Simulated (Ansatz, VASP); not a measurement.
**Two plane-wave programs on CdF2**

Contents of INCAR:

```
SYSTEM = CdF2
ALGO = Normal ; EDIFF = 1E-6
EDIFFG = -0.01 ; ENCUT = 600
GGA = PS ; IBRION = 2
ISIF = 3 ; ISMEAR = -1
IVDW = 13 ; LASPH = .True.
LCHARG = .False. ; LREAL = .False.
LWAVE = .False. ; NELM = 60
NSW = 60 ; PREC = Accurate
SIGMA = 0.05
```

Contents of KPOINTS:

```
k-points
0
Gamma
  9 9 9
  0 0 0
```

Contents of POSCAR:

```
CdF2
1.0
    0.0000000000      2.6940000000      2.6940000000
    2.6940000000      0.0000000000      2.6940000000
    2.6940000000      2.6940000000      0.0000000000
Cd F
1 2
Direct
    0.0000000000      0.0000000000      0.0000000000
    0.7500000000      0.7500000000      0.7500000000
    0.2500000000      0.2500000000      0.2500000000
```

input.yaml

```yaml
crystal:
  lattice:
    - [0.0, 2.694, 2.694]
    - [2.694, 0.0, 2.694]
    - [2.694, 2.694, 0.0]
  atoms:
    - { symbol: Cd, position: [0.0, 0.0, 0.0] }
    - { symbol: F, position: [0.75, 0.75, 0.75] }
    - { symbol: F, position: [0.25, 0.25, 0.25] }
hamiltonian:
  xc: pbesol
  pseudopotentials: { kind: paw }
  dispersion: d4
kpoints:
  mp_grid: { grid: [9, 9, 9] }
scf:
  occupations: { method: fermi_dirac, width: 0.05 }
output:
  forces: true
  stress: true
relax:
  f_tol: 0.01
  max_steps: 40
  cell: { stress_tol: 0.05 }
```

Alike in both runs: task relaxation of cell and atoms; functional PBEsol; dispersion D4; k mesh 9 × 9 × 9; occupations fermi-dirac, width 0.05 eV; no spin polarisation.

|  | VASP | Ansatz |
| --- | --- | --- |
| version | VASP 6.6.1 | Ansatz 0.2.0 |
| potentials or method | VASP PAW PBE potentials, release 64 (Cd, F) | Ansatz PAW |
| plane-wave cutoff (eV) | 600 | 420 |
| valence electrons in the cell | 26 | 34 |

```csv
,VASP,Ansatz,Ansatz less VASP
relaxed volume (Å³/atom),12.94,12.86,-0.075
relaxed cell length with the largest relative difference (Å),3.801,3.793,-0.0073
```

VASP's potentials were made for PBE, not for PBEsol. VASP's potentials hold 26 valence electrons a cell and Ansatz's 34, so a difference there can come from the potentials and not from the codes.

Noted on Ansatz's run: odd divisions of the mesh miss points on the zone boundary, where band edges often lie, so the gap on the mesh can be too wide; the plane-wave basis is chosen anew once the cell has moved, so the energies of steps on either side of that aren't comparable.
